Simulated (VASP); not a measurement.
# MgCd5 (P-62m) in VASP: further runs, part 2 of 2

VASP 6.6.1. The steps go on from the part before.

## (3) Relaxation of cell and atoms, LDA

This run uses another cell than the first one, of 21.58 Å³/atom.

INCAR reads:

```
SYSTEM = MgCd5
PREC = Accurate ; ENCUT = 600
EDIFF = 1E-7 ; ISMEAR = 1
SIGMA = 0.1 ; LREAL = .False.
LASPH = .True. ; NELM = 60
ALGO = Normal ; ISIF = 3
LWAVE = .False. ; LCHARG = .False.
GGA = CA ; IBRION = 2
NSW = 80 ; EDIFFG = -0.02
```

KPOINTS reads:

```
Automatic mesh
0
Gamma
  6 6 5
  0 0 0
```

POSCAR reads:

```
MgCd5
1.0
    5.1834240000      0.0000000000      0.0000000000
   -2.5917120000      4.4889770000      0.0000000000
    0.0000000000      0.0000000000      5.5643600000
Mg Cd
1 5
Direct
    0.0000000000      0.0000000000      0.5000000000
    0.0000000000      0.3317660000      0.0000000000
    0.6682340000      0.6682340000      0.0000000000
    0.3317660000      0.0000000000      0.0000000000
    0.6666666667      0.3333333333      0.5000000000
    0.3333333333      0.6666666667      0.5000000000
```

Potentials or basis: VASP PAW LDA potentials, release 64 (Mg, Cd).

Launch:

```console
> cat potpaw_LDA.64/Mg/POTCAR potpaw_LDA.64/Cd/POTCAR > POTCAR
> mpirun -np 1 vasp_std > vasp.out
```

OUTCAR:

```text
SYSTEM = MgCd5
   PREC = Accurate
   ENCUT = 600
   EDIFF = 1E-7
   ISMEAR = 1
   LREAL = .False.
   LASPH = .True.
   NELM = 60
   ISIF = 3
   GGA = CA
   IBRION = 2
   NSW = 80
   EDIFFG = -0.02

 ion  position               nearest neighbor table
   1  0.000  0.000  0.500-   5 2.99   6 2.99   5 2.99   6 2.99   5 2.99   6 2.99   4 3.27   4 3.27
                             3 3.27   3 3.27   2 3.27   2 3.27
   2  0.000  0.332  0.000-   4 2.98   3 2.98   4 3.00   3 3.00   3 3.00   4 3.00   1 3.27   1 3.27
                             5 3.28   5 3.28   6 3.28   6 3.28
   3  0.668  0.668  0.000-   4 2.98   2 2.98   4 3.00   2 3.00   2 3.00   4 3.00   1 3.27   1 3.27
                             6 3.28   6 3.28   5 3.28   5 3.28
   4  0.332  0.000  0.000-   2 2.98   3 2.98   3 3.00   2 3.00   2 3.00   3 3.00   1 3.27   1 3.27
                             6 3.28   6 3.28   5 3.28   5 3.28
   5  0.667  0.333  0.500-   6 2.99   1 2.99   1 2.99   6 2.99   6 2.99   1 2.99   2 3.28   2 3.28
                             4 3.28   4 3.28   3 3.28   3 3.28
   6  0.333  0.667  0.500-   5 2.99   1 2.99   1 2.99   5 2.99   5 2.99   1 2.99   3 3.28   3 3.28
                             4 3.28   4 3.28   2 3.28   2 3.28

  LATTYP: Found a hexagonal cell.
 ALAT       =     5.1834240000
 C/A-ratio  =     1.0734911904

  Lattice vectors:

 A1 = (   5.1834240000,   0.0000000000,   0.0000000000)
 A2 = (  -2.5917120000,   4.4889770000,   0.0000000000)
 A3 = (   0.0000000000,   0.0000000000,   5.5643600000)

Analysis of symmetry for initial positions (statically):
=====================================================================
 Subroutine PRICEL returns:
 Original cell was already a primitive cell.

 Routine SETGRP: Setting up the symmetry group for a
 hexagonal supercell.

 Subroutine GETGRP returns: Found 12 space group operations
 (whereof 12 operations were pure point group operations)
 out of a pool of 24 trial point group operations.

The static configuration has the point symmetry D_3h.

Analysis of symmetry for dynamics (positions and initial velocities):
=====================================================================
 Subroutine PRICEL returns:
 Original cell was already a primitive cell.

 Routine SETGRP: Setting up the symmetry group for a
 hexagonal supercell.

 Subroutine GETGRP returns: Found 12 space group operations
 (whereof 12 operations were pure point group operations)
 out of a pool of 24 trial point group operations.

The dynamic configuration has the point symmetry D_3h.

 Subroutine INISYM returns: Found 12 space group operations
 (whereof 12 operations are pure point group operations),
 and found     1 'primitive' translations

----------------------------------------------------------------------------------------

                                     Primitive cell

  volume of cell :     129.4730

  direct lattice vectors                    reciprocal lattice vectors
     5.183424000  0.000000000  0.000000000     0.192922670  0.111383952  0.000000000
    -2.591712000  4.488977000  0.000000000     0.000000000  0.222767905  0.000000000
     0.000000000  0.000000000  5.564360000     0.000000000  0.000000000  0.179715187

  length of vectors
     5.183424000  5.183424119  5.564360000     0.222767910  0.222767905  0.179715187

  position of ions in fractional coordinates (direct lattice)
     0.000000000  0.000000000  0.500000000
     0.000000000  0.331766000  0.000000000
     0.668234000  0.668234000  0.000000000
     0.331766000  0.000000000  0.000000000
     0.666666667  0.333333333  0.500000000
     0.333333333  0.666666667  0.500000000

  ion indices of the primitive-cell ions
   primitive index   ion index
[... 27 lines left out ...]

 Subroutine IBZKPT returns following result:
 ===========================================

 Found     21 irreducible k-points:

 Following reciprocal coordinates:
            Coordinates               Weight
  0.000000  0.000000  0.000000      1.000000
  0.166667  0.000000  0.000000      6.000000
  0.333333  0.000000  0.000000      6.000000
  0.500000  0.000000  0.000000      3.000000
  0.166667  0.166667  0.000000      6.000000
  0.333333  0.166667  0.000000     12.000000
[... 13 lines left out ...]
  0.333333  0.166667  0.400000     24.000000
  0.333333  0.333333  0.400000      4.000000
   k-points           NKPTS =     21   k-points in BZ     NKDIM =     21   number of bands    NBANDS=     37
   number of dos      NEDOS =    301   number of ions     NIONS =      6
   total plane-waves  NPLWV =  84672
   dimension x,y,z NGX =    42 NGY =   42 NGZ =   48
   dimension x,y,z NGXF=    84 NGYF=   84 NGZF=   96
   ions per type =               1   5
   NGX,Y,Z   is equivalent  to a cutoff of  13.47, 13.47, 14.34 a.u.
   NGXF,Y,Z  is equivalent  to a cutoff of  26.94, 26.94, 28.68 a.u.
 SYSTEM =  MgCd5
   PREC   = accura    normal or accurate (medium, high low for compatibility)
   ISTART =      0    job   : 0-new  1-cont  2-samecut
   ICHARG =      2    charge: 1-file 2-atom 10-const
   ISPIN  =      1    spin polarized calculation?
   LNONCOLLINEAR =      F non collinear calculations
   LSORBIT =      F    spin-orbit coupling
   LASPH  =      T    aspherical Exc in radial PAW
   ENCUT  =  600.0 eV  44.10 Ry    6.64 a.u.  10.35 10.35 11.11*2*pi/ulx,y,z
   NELM   =     60;   NELMIN=  2; NELMDL= -5     # of ELM steps
   EDIFF  = 0.1E-06   stopping-criterion for ELM
   LREAL  =      F    real-space projection
   EDIFFG = -.2E-01   stopping-criterion for IOM
   NSW    =     80    number of steps for IOM
   IBRION =      2    ionic relax: 0-MD 1-quasi-New 2-CG
   NFREE  =      1    steps in history (QN), initial steepest desc. (CG)
   ISIF   =      3    stress and relaxation
   ISYM   =      2    0-nonsym 1-usesym 2-fastsym
   POTIM  = 0.5000    time-step for ionic-motion
   TEBEG  =    0.0;   TEEND  =   0.0 temperature during run
   PSTRESS=    0.0 pullay stress
   NELECT =      62.0000    total number of electrons
   NUPDOWN=      -1.0000    fix difference up-down
   EMIN   =  10.00;   EMAX   =-10.00  energy-range for DOS
   EFERMI =   0.00;   METHOD = LEGACY
   ISMEAR =     1;   SIGMA  =   0.10  broadening in eV -4-tet -1-fermi 0-gaus
   EFERMI_NEDOS =   21; number of points for ismear=-14 and -15
   IALGO  =     38    algorithm
   IMIX   =      4    mixing-type and parameters
     AMIX     =   0.40;   BMIX     =  1.00
     AMIX_MAG =   1.60;   BMIX_MAG =  1.00
  volume/ion in A,a.u.               =      21.58       145.62
  Fermi-wavevector in a.u.,A,eV,Ry     =   1.280793  2.420348 22.319415  1.640431
  Thomas-Fermi vector in A             =   2.413200
   LORBIT       =      0    0 simple, 1 ext, 2 COOP (PROOUT), +10 PAW based schemes
   GGA     = CA    functional components
   LHFCALC =     F    Hartree Fock is set to
   AEXX    =    0.0000 exact exchange contribution
   IVDW    =     0    specifies the selected vdW correction
   LEPSILON=     F    determine dielectric tensor
   LRPA    =     F    only Hartree local field effects (RPA)
 conjugate gradient relaxation of ions
 non-spin polarized calculation
 Methfessel and Paxton  Order N= 1 SIGMA  =   0.10
  energy-cutoff  :      600.00
  volume of cell :      129.47
 maximum number of plane-waves:      4348
 NGX is ok and might be reduce to    42
   NGX = 21   NGY = 21   NGZ = 23

--------------------------------------- Ionic step        1  -------------------------------------------

 number of electron      62.0000014 magnetization

 Free energy of the ion-electron system (eV)
  ---------------------------------------------------
  ext. energy  EPLUGINS =         0.00000000
  ---------------------------------------------------
  free energy    TOTEN  =        -9.76338469 eV

  energy without entropy =       -9.76312180  energy(sigma->0) =       -9.76329706

------------------------ aborting loop because EDIFF is reached ----------------------------------------

  FORCE on cell =-STRESS in cart. coord.  units (eV):
  Direction    XX          YY          ZZ          XY          YZ          ZX
  --------------------------------------------------------------------------------------
  -------------------------------------------------------------------------------------
  Total       -3.5154682     -3.5154684     -3.3966716      0.0000000     -0.0000000      0.0000000
  in kB      -43.5025209    -43.5025236    -42.0324602      0.0000000     -0.0000000      0.0000000
  external PRESSURE =     -43.0125016 kB  Pullay stress =       0.0000000 kB
[... 227 lines left out ...]
--------------------------------------- Ionic step        7  -------------------------------------------

 number of electron      62.0000015 magnetization

 Free energy of the ion-electron system (eV)
  ---------------------------------------------------
  ext. energy  EPLUGINS =         0.00000000
  ---------------------------------------------------
  free energy    TOTEN  =        -9.91465354 eV

  energy without entropy =       -9.91454316  energy(sigma->0) =       -9.91461675

 E-fermi :   3.4575     XC(G=0): -11.3711

 val. band max:        3.4247128664   @ k =   0.3333   0.1667   0.0000
 cond. band min:       3.5171439406   @ k =   0.0000   0.0000   0.2000
 fundamental gap:      0.0924310742
 Fermi energy:         3.4575396143

 k-point     1 :       0.0000    0.0000    0.0000
  band No.  band energies     occupation
      1      -6.7176      2.00000
      2      -6.3223      2.00000
      3      -6.3223      2.00000
      4      -6.2078      2.00000
      5      -6.0699      2.00000
      6      -6.0453      2.00000
[... 862 lines left out ...]
  FREE ENERGIE OF THE ION-ELECTRON SYSTEM (eV)
  ---------------------------------------------------
  free  energy   TOTEN  =        -9.9146535418 eV

  energy  without entropy=       -9.9145431581  energy(sigma->0) =       -9.91461675

 reached required accuracy - stopping structural energy minimisation
```

Run time: 3.7 min. Hardware: 1 thread of Intel Xeon 6975P-C (Granite Rapids), shared host; peak memory 0.29 GiB.

What came out:

```
Free energy                           : -9.9147 eV
Relaxed volume                        : 19.88 Å³/atom
Relaxed cell                          : a = 5.066 Å, b = 5.066 Å, c = 5.368 Å, α = 90.00°, β = 90.00°, γ = 120.00°
Space group after relaxing (to 0.1 Å) : P-62m (No. 189)
Energy gained by relaxing             : 25.2 meV/atom
Ionic steps                           : 7
Pressure after relaxing               : 0.0 GPa
Largest force after relaxing          : 0.018 eV/Å
Band gap on the k mesh                : zero (bands 31 and 32 overlap by 1.51 eV)
```

Forces in eV/Å, atoms in the order of the input:
```
Mg   0.000  0.000  0.000
Cd  -0.009  0.015  0.000
Cd  -0.009 -0.015  0.000
Cd   0.018  0.000  0.000
Cd   0.000  0.000  0.000
Cd   0.000  0.000  0.000
```

The path:
| step | energy change (eV) | largest force (eV/Å) | pressure (GPa) | volume (Å³) |
| --- | --- | --- | --- | --- |
| 1 | 0.0000 | 0.0772 | -4.30 | 129.47 |
| 2 | -0.1444 | 0.0675 | 0.41 | 118.92 |
| 3 | -0.1453 | 0.0697 | -0.01 | 119.60 |
| 4 | -0.1504 | 0.0427 | 0.01 | 119.34 |
| 5 | -0.1511 | 0.0296 | 0.03 | 119.21 |
| 6 | -0.1511 | 0.0285 | 0.05 | 119.20 |
| 7 | -0.1513 | 0.0175 | -0.02 | 119.30 |

Final structure:
```
Mg Cd
1.0
     5.06570    0.00000    0.00000
    -2.53285    4.38702    0.00000
     0.00000    0.00000    5.36832
Mg Cd
1 5
Direct
  0.00000 0.00000 0.50000
  0.00000 0.33379 0.00000
  0.66622 0.66622 0.00000
  0.33378 0.00000 0.00000
  0.66667 0.33333 0.50000
  0.33333 0.66667 0.50000
```
